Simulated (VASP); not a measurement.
Set up this calculation in VASP 6.6.1, as the native input.

| Item | Value |
| --- | --- |
| Task | single point |
| Functional | PBEsol |
| Potentials or basis | VASP PAW PBE potentials, release 64 (O, N, Li_sv) |
| Cutoff | 520 eV |
| k mesh | 11 × 11 × 8 |
| Occupations | fermi-dirac, width 0.05 eV |
| Spin | no spin polarisation |
| Dipole correction | no |
| Further INCAR settings | ALGO = Normal; EDIFF = 1e-06; NBANDS = 20 |

The structure of Li4NO lies in POSCAR:

```
Li4NO
1.0
    3.3128660000      0.0000000000      0.0000000000
    0.0000000000      3.3128660000      0.0000000000
    0.0000000000      0.0000000000      4.9365180000
O N Li
1 1 4
Direct
    0.5000000000      0.5000000000      0.5000000000
    0.0000000000      0.0000000000      0.0000000000
    0.5000000000      0.0000000000      0.2638480000
    0.0000000000      0.5000000000      0.7361520000
    0.5000000000      0.0000000000      0.7361520000
    0.0000000000      0.5000000000      0.2638480000
```

One way to write it, as run:

INCAR

```
ALGO = Normal
EDIFF = 1E-6
ENCUT = 520
GGA = PS
ISIF = 2
ISMEAR = -1
LASPH = T
LCHARG = F
LREAL = F
LWAVE = F
NBANDS = 20
NELM = 100
PREC = Accurate
SIGMA = 0.05
```

KPOINTS

```
k-points
0
Gamma
  11 11 8
```

Potentials or basis: VASP PAW PBE potentials, release 64 (O, N, Li_sv).

Run with:

```sh
$ cat potpaw_PBE.64/O/POTCAR potpaw_PBE.64/N/POTCAR potpaw_PBE.64/Li_sv/POTCAR > POTCAR
$ mpirun -np 1 vasp_std > vasp.out
```

Results of the run:

```
Largest force          : 0.005 eV/Å
Band gap on the k mesh : zero (an odd number of electrons rules out a gap without spin polarisation)
```

Caveat: the PAW data sets were made with another functional, which shifts forces and pressure a little.

It took 82 s on 1 thread of Intel Xeon 8259CL (shared host), peak memory 0.24 GiB.
